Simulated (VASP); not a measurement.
# AlN (P6_3mc) in VASP: further runs, part 2 of 2

VASP 6.6.1.

### Step 4. Relaxation of cell and atoms, r2SCAN, target pressure 7 GPa, at which the enthalpy is minimised

POSCAR

```
AlN
1.0
    3.1066956632      0.0000000000      0.0000000000
   -1.5533478316      2.6904773662      0.0000000000
    0.0000000000      0.0000000000      4.9785179513
Al N
2 2
Direct
    0.3333333333      0.6666666667     -0.0008019551
    0.6666666667      0.3333333333      0.4991980449
    0.3333333333      0.6666666667      0.3808019551
    0.6666666667      0.3333333333      0.8808019551
```

INCAR.step1

```
SYSTEM = AlN
PREC = Accurate
ENCUT = 600
ISMEAR = 0
SIGMA = 0.01
LREAL = .False.
LASPH = .True.
NELM = 60
GGA = PE
ALGO = Normal
EDIFF = 1E-4
LWAVE = .True.
LCHARG = .False.
```

INCAR.step2

```
SYSTEM = AlN
PREC = Accurate
ENCUT = 600
EDIFF = 1E-6
ISMEAR = 0
SIGMA = 0.01
LREAL = .False.
LASPH = .True.
NELM = 60
ALGO = Normal
ISIF = 3
LWAVE = .False.
LCHARG = .False.
METAGGA = R2SCAN
LMIXTAU = .True.
IBRION = 2
NSW = 100
EDIFFG = -0.002
PSTRESS = 70.0
ISTART = 1
```

KPOINTS

```
Automatic mesh
0
Gamma
  8 8 4
  0 0 0
```

Potentials or basis: VASP PAW PBE potentials, release 64 (Al, N).

Started as:

```
$ cat potpaw_PBE.64/Al/POTCAR potpaw_PBE.64/N/POTCAR > POTCAR
$ cp INCAR.step1 INCAR
$ mpirun -np 1 vasp_std > vasp.out
$ cp INCAR.step2 INCAR
$ mpirun -np 1 vasp_std > vasp.out
```

OUTCAR:

```text
SYSTEM = AlN
   PREC = Accurate
   ENCUT = 600
   EDIFF = 1E-6
   ISMEAR = 0
   LREAL = .False.
   LASPH = .True.
   NELM = 60
   ISIF = 3
   METAGGA = R2SCAN
   IBRION = 2
   NSW = 100
   EDIFFG = -0.002
   PSTRESS = 70.0
   ISTART = 1

 ion  position               nearest neighbor table
   1  0.333  0.667  0.999-   4 1.89   4 1.89   4 1.89   3 1.90   2 3.07   2 3.07   2 3.07   2 3.07
                             2 3.07   2 3.07
   2  0.667  0.333  0.499-   3 1.89   3 1.89   3 1.89   4 1.90   1 3.07   1 3.07   1 3.07   1 3.07
                             1 3.07   1 3.07
   3  0.333  0.667  0.381-   2 1.89   2 1.89   2 1.89   1 1.90
   4  0.667  0.333  0.881-   1 1.89   1 1.89   1 1.89   2 1.90

  LATTYP: Found a hexagonal cell.
 ALAT       =     3.1066956632
 C/A-ratio  =     1.6025122803

  Lattice vectors:

 A1 = (   3.1066956632,   0.0000000000,   0.0000000000)
 A2 = (  -1.5533478316,   2.6904773662,   0.0000000000)
[... 485 lines left out ...]
      3       0.0225      2.00000
      4       5.3197      2.00000
      5       5.3197      2.00000
      6       5.9941      2.00000
      7       5.9941      2.00000
      8       6.2528      2.00000
      9      11.4626      0.00000
     10      14.0558      0.00000
     11      18.1527      0.00000
     12      18.5009      0.00000
[... 331 lines left out ...]
 k-point    24 :       0.3750    0.0000    0.5000
  band No.  band energies     occupation
      1      -7.7983      2.00000
      2      -7.7983      2.00000
      3       0.9651      2.00000
      4       0.9651      2.00000
      5       4.6919      2.00000
      6       4.6919      2.00000
      7       4.8204      2.00000
      8       4.8204      2.00000
      9      12.7406      0.00000
     10      12.7406      0.00000
     11      16.8469      0.00000
     12      16.8469      0.00000

 [... further k-points ...]

------------------------ aborting loop because EDIFF is reached ----------------------------------------

  FORCE on cell =-STRESS in cart. coord.  units (eV):
  Direction    XX          YY          ZZ          XY          YZ          ZX
  --------------------------------------------------------------------------------------
  -------------------------------------------------------------------------------------
  Total        1.7606678      1.7606678      1.7556474      0.0000000      0.0000000      0.0000000
  in kB       70.0388194     70.0388194     69.8391070      0.0000000      0.0000000      0.0000000
  external PRESSURE =      -0.0277514 kB  Pullay stress =      70.0000000 kB
[... 23 lines left out ...]
  energy  without entropy=      -38.4282874286  energy(sigma->0) =      -38.42828743

  enthalpy is  TOTEN    =       -36.6685954761 eV   P V=        1.7596919525

 reached required accuracy - stopping structural energy minimisation
```

OSZICAR.step1:

```text
N       E                     dE             d eps       ncg     rms          rms(c)
DAV:   1     0.609383723321E+02    0.60938E+02   -0.81719E+03   720   0.134E+03
DAV:   2    -0.297116025183E+02   -0.90650E+02   -0.82303E+02  1036   0.248E+02
DAV:   3    -0.344923562106E+02   -0.47808E+01   -0.47601E+01   916   0.627E+01
DAV:   4    -0.345337865950E+02   -0.41430E-01   -0.41418E-01   848   0.659E+00
DAV:   5    -0.345343766297E+02   -0.59003E-03   -0.59001E-03   900   0.782E-01    0.122E+01
DAV:   6    -0.297667320174E+02    0.47676E+01   -0.16957E+01   876   0.332E+01    0.421E+00
DAV:   7    -0.297823460030E+02   -0.15614E-01   -0.66160E-01   804   0.688E+00    0.289E+00
DAV:   8    -0.297749374450E+02    0.74086E-02   -0.75619E-02   812   0.309E+00    0.479E-01
DAV:   9    -0.297703656433E+02    0.45718E-02   -0.18643E-02   924   0.103E+00    0.241E-01
DAV:  10    -0.297709113773E+02   -0.54573E-03   -0.25107E-03   832   0.402E-01    0.136E-01
DAV:  11    -0.297708174044E+02    0.93973E-04   -0.29920E-04   680   0.142E-01
   1 F= -.29770817E+02 E0= -.29770817E+02  d E =-.720979E-72
```

Run time: 8.6 min. Hardware: 1 thread of Intel Xeon 8259CL, shared host; peak memory 0.19 GiB.

Results:

```
Free energy                                                : -38.4283 eV
Relaxed volume                                             : 10.07 Å³/atom
Relaxed cell                                               : a = 3.075 Å, b = 3.075 Å, c = 4.917 Å, α = 90.00°, β = 90.00°, γ = 120.00°
Space group after relaxing (to 0.1 Å)                      : P6_3mc (No. 186)
Energy change on relaxing (the run minimises the enthalpy) : +6.9 meV/atom
Ionic steps                                                : 8
Pressure after relaxing                                    : 7.0 GPa
Band gap on the k mesh                                     : 5.21 eV
```

The path:
```tsv
step	energy change (eV)	largest force (eV/Å)	pressure (GPa)	volume (Å³)
1	0.0000	0.0025	-0.31	41.61
2	0.1341	0.0283	16.51	38.82
3	0.0263	0.0141	6.85	40.31
4	0.0274	0.0143	7.01	40.28
5	0.0275	0.0166	7.01	40.28
6	0.0275	0.0177	7.01	40.28
7	0.0275	0.0131	6.99	40.28
8	0.0275	0.0010	7.00	40.28
```

Final structure:
```xyz
4
Lattice="3.0754 0.0000 0.0000 -1.5377 2.6634 0.0000 0.0000 0.0000 4.9172" Properties=species:S:1:pos:R:3 pbc="T T T"
Al    0.0000    1.7756    4.9116
Al    1.5377    0.8878    2.4530
N     0.0000    1.7756    1.8741
N     1.5377    0.8878    4.3327
```

Caveat: the cell is relaxed towards a set pressure, so the run minimises the enthalpy, not the energy; the PAW data sets were made with another functional, which shifts forces and pressure a little.

### Step 5. Relaxation of cell and atoms, r2SCAN, target pressure 10 GPa, at which the enthalpy is minimised

POSCAR is that of step 4.

INCAR.step1

```
PREC     = Accurate       # precision mode
ENCUT    = 600            # plane-wave cutoff, eV
ISMEAR   = 0              # smearing method
SIGMA    = 0.01           # smearing width, eV
LREAL    = False          # projectors in reciprocal space
LASPH    = True           # aspherical terms in the spheres
NELM     = 80             # most SCF steps
GGA      = PE             # functional
ALGO     = Normal         # electronic algorithm
EDIFF    = 1E-4           # SCF threshold, eV
LWAVE    = True           # write WAVECAR
LCHARG   = False          # write CHGCAR
```

INCAR.step2

```
PREC     = Accurate       # precision mode
ENCUT    = 600            # plane-wave cutoff, eV
EDIFF    = 1E-6           # SCF threshold, eV
ISMEAR   = 0              # smearing method
SIGMA    = 0.01           # smearing width, eV
LREAL    = False          # projectors in reciprocal space
LASPH    = True           # aspherical terms in the spheres
NELM     = 80             # most SCF steps
ALGO     = Normal         # electronic algorithm
ISIF     = 3              # what is computed and relaxed
LWAVE    = False          # write WAVECAR
LCHARG   = False          # write CHGCAR
METAGGA  = R2SCAN         # meta-GGA
LMIXTAU  = True         
IBRION   = 2              # ionic algorithm
NSW      = 100            # ionic steps
EDIFFG   = -0.002         # ionic threshold
PSTRESS  = 100.0        
ISTART   = 1
```

KPOINTS

```
regular mesh
0
Gamma
  8 8 4
```

Started as:

```
$ cat potpaw_PBE.64/Al/POTCAR potpaw_PBE.64/N/POTCAR > POTCAR
$ cp INCAR.step1 INCAR
$ mpirun -np 1 vasp_std > vasp.out
$ cp INCAR.step2 INCAR
$ mpirun -np 1 vasp_std > vasp.out
```

It took 10 min on 1 thread of Intel Xeon 8259CL, shared host; peak memory 0.19 GiB.

It converged, with:

- Free energy: -38.4020 eV
- Relaxed volume: 9.95 Å³/atom
- Relaxed cell: a = 3.064 Å, b = 3.064 Å, c = 4.894 Å, α = 90.00°, β = 90.00°, γ = 120.00°
- Space group after relaxing (to 0.1 Å): P6_3mc (No. 186)
- Energy change on relaxing (the run minimises the enthalpy): +13.4 meV/atom
- Ionic steps: 11
- Pressure after relaxing: 10.0 GPa
- Band gap on the k mesh: 5.32 eV

The path:
| step | energy change (eV) | largest force (eV/Å) | pressure (GPa) | volume (Å³) |
| --- | --- | --- | --- | --- |
| 1 | 0.0000 | 0.0025 | -0.31 | 41.61 |
| 2 | 0.2773 | 0.0421 | 24.91 | 37.71 |
| 3 | 0.0513 | 0.0192 | 9.78 | 39.83 |
| 4 | 0.0535 | 0.0195 | 10.00 | 39.79 |
| 5 | 0.0536 | 0.0240 | 10.00 | 39.79 |
| 6 | 0.0537 | 0.0264 | 10.00 | 39.79 |
| 7 | 0.0538 | 0.0174 | 10.00 | 39.78 |
| 8 | 0.0537 | 0.0008 | 10.00 | 39.78 |
| 9 | 0.0537 | 0.0017 | 10.00 | 39.78 |
| 10 | 0.0537 | 0.0012 | 10.00 | 39.78 |
| 11 | 0.0538 | 0.0012 | 10.00 | 39.78 |

Final structure:
```
CELL_PARAMETERS angstrom
3.06383 0.00000 0.00000
-1.53191 2.65335 0.00000
0.00000 0.00000 4.89372
ATOMIC_POSITIONS crystal
Al 0.33333 0.66667 0.99871
Al 0.66667 0.33333 0.49871
N 0.33333 0.66667 0.38129
N 0.66667 0.33333 0.88129
```

Levels at points of the mesh, in eV from the valence-band top:
| k point | band 6 | band 7 | band 8 | band 9 | band 10 | band 11 |
| --- | --- | --- | --- | --- | --- | --- |
| (0.00, 0.00, 0.00) | -0.27 | -0.27 | 0.00 | 5.32 | 7.90 | 12.01 |
| (0.50, 0.00, 0.00) | -2.25 | -1.85 | -0.75 | 6.56 | 6.69 | 9.44 |
| (0.00, 0.00, 0.50) | -0.62 | -0.62 | -0.62 | 7.64 | 7.64 | 11.70 |
| (0.50, 0.00, 0.50) | -1.58 | -1.45 | -1.45 | 6.15 | 6.15 | 10.41 |

Caveat: the cell is relaxed towards a set pressure, so the run minimises the enthalpy, not the energy; the PAW data sets were made with another functional, which shifts forces and pressure a little.

### Step 6. Overview

| cell | gap on the mesh (eV) | pressure (GPa) |
| --- | --- | --- |
| relaxed to 2 GPa | 5.02 | 2.0 |
| relaxed to 4 GPa | 5.10 | 4.0 |
| relaxed to 7 GPa | 5.21 | 7.0 |
| relaxed to 10 GPa | 5.32 | 10.0 |

Alike in all rows: task relaxation of cell and atoms; level r2SCAN; potentials or basis VASP PAW PBE potentials, release 64 (Al, N); no spin polarisation; k mesh 8 × 8 × 4; cutoff (eV) 600; smearing gaussian 0.01 eV.

Caveats: the cell is relaxed towards a set pressure, so the run minimises the enthalpy, not the energy; the PAW data sets were made with another functional, which shifts forces and pressure a little.

Total energies depend on the potentials used, so only differences within one code and one set of settings carry meaning.
